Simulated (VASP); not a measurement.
Here is a VASP 6.6.1 calculation.

INCAR

```
SYSTEM = GdMn
ALGO = Normal
EDIFF = 1E-6
ENCUT = 520
GGA = PS
ISIF = 2
ISMEAR = 0
ISPIN = 2
LASPH = .True.
LCHARG = .False.
LMAXMIX = 6
LORBIT = 11
LREAL = .False.
LWAVE = .False.
MAGMOM = 7.89 -3.61
NBANDS = 26
NELM = 150
PREC = Accurate
SIGMA = 0.05
```

KPOINTS

```
k-points
0
Gamma
  10 10 10
  0 0 0
```

The input POSCAR:

```
GdMn
1.0
    3.4475309497      0.0000000000      0.0000000000
    0.0000000000      3.4475309497      0.0000000000
    0.0000000000      0.0000000000      3.4475309497
Gd Mn
1 1
Direct
    0.0000000000      0.0000000000      0.0000000000
    0.5000000000      0.5000000000      0.5232050129
```

Potentials or basis: VASP PAW PBE potentials, release 64 (Gd, Mn_pv).

Run with:

```console
$ cat potpaw_PBE.64/Gd/POTCAR potpaw_PBE.64/Mn_pv/POTCAR > POTCAR
$ mpirun -np 1 vasp_std > vasp.out
```

(1) What does it give for the pressure?

(2) Predict the site moments.

(3) Predict the largest force.

Answers

(1) 0.1 GPa.

(2) Gd +6.99; Mn -3.20 μB.

(3) 0.249 eV/Å.

Caveat: the cell differs from its parent crystal (atom 2 (Mn) moved 0.08 Å along z); the PAW data sets were made with another functional, which shifts forces and pressure a little.
